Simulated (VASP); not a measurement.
Set up this calculation in VASP 6.6.1, as the native input.

```yaml
Task: single point
Functional: LDA
Potentials_or_basis: VASP PAW LDA potentials, release 64 (Nb_sv, Tc_pv)
Cutoff: 520 eV
k_mesh: 11 × 11 × 7
Occupations: gaussian, width 0.1 eV
Spin: no spin polarisation
Dipole_correction: no
Further_INCAR_settings: ALGO = Normal; EDIFF = 1e-07; NBANDS = 20
```

The structure of NbTc lies in POSCAR:

```
NbTc
1.0
    1.5469116346     -2.2230557489      0.0000000000
    1.5469116346      2.2230557489      0.0000000000
    0.0000000000      0.0000000000      4.3112261268
Nb Tc
1 1
Direct
    0.0000000000      0.0000000000      0.0000000000
    0.5000000000      0.5000000000      0.5000000000
```

One way to write it, as run:

INCAR

```
ALGO = Normal
EDIFF = 1E-7
ENCUT = 520
ISIF = 2
ISMEAR = 0
LASPH = T
LCHARG = F
LREAL = F
LWAVE = F
NBANDS = 20
NELM = 100
PREC = Accurate
SIGMA = 0.1
```

KPOINTS

```
k-points
0
Gamma
  11 11 7
```

Potentials or basis: VASP PAW LDA potentials, release 64 (Nb_sv, Tc_pv).

Launch:

```bash
$ cat potpaw_LDA.64/Nb_sv/POTCAR potpaw_LDA.64/Tc_pv/POTCAR > POTCAR
$ mpirun -np 1 vasp_std > vasp.out
```

Results of the run:

```
Pressure               : 10.0 GPa
Band gap on the k mesh : zero (bands 13 and 14 overlap by 2.86 eV)
```

Caveat: the cell stands under pressure.

Run time: 51 s on 1 thread of Oxide Virtual Turin-like Processor (shared host), peak memory 0.15 GiB.
